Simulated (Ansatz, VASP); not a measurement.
## One calculation of GaN, two programs

```
Ga N
1.0
     0.00000    2.19541    2.01978
     2.19541    0.00000    2.01978
     2.19541    2.19541    0.00000
Ga N
1 1
Cartesian
  0.0000 0.0000 0.0000
  2.1954 2.1954 2.0198
```

Alike in both runs: task single point; functional PBEsol; k mesh 16 × 16 × 16; occupations gaussian, width 0.03 eV; no spin polarisation.

|  | VASP | Ansatz |
| --- | --- | --- |
| version | VASP 6.6.1 | Ansatz 0.2.0 |
| potentials or method | VASP PAW PBE potentials, release 64 (Ga_d, N), cutoff 520 eV | scalar-relativistic, plane waves, PAW |
| valence electrons in the cell | 18 | 18 |

|  | VASP | Ansatz | Ansatz less VASP |
| --- | --- | --- | --- |
| gap on the k mesh at the Fermi level (eV) | none | none | - |
| pressure (GPa) | -4.9 | -5.3 | -0.41 |
| traceless stress, the component that is largest in VASP (GPa) | 8.89 | 9.04 | +0.153 |

VASP's potentials were made for PBE, not for PBEsol. A gap of «none» marks a metal or a gap that the smearing closes.
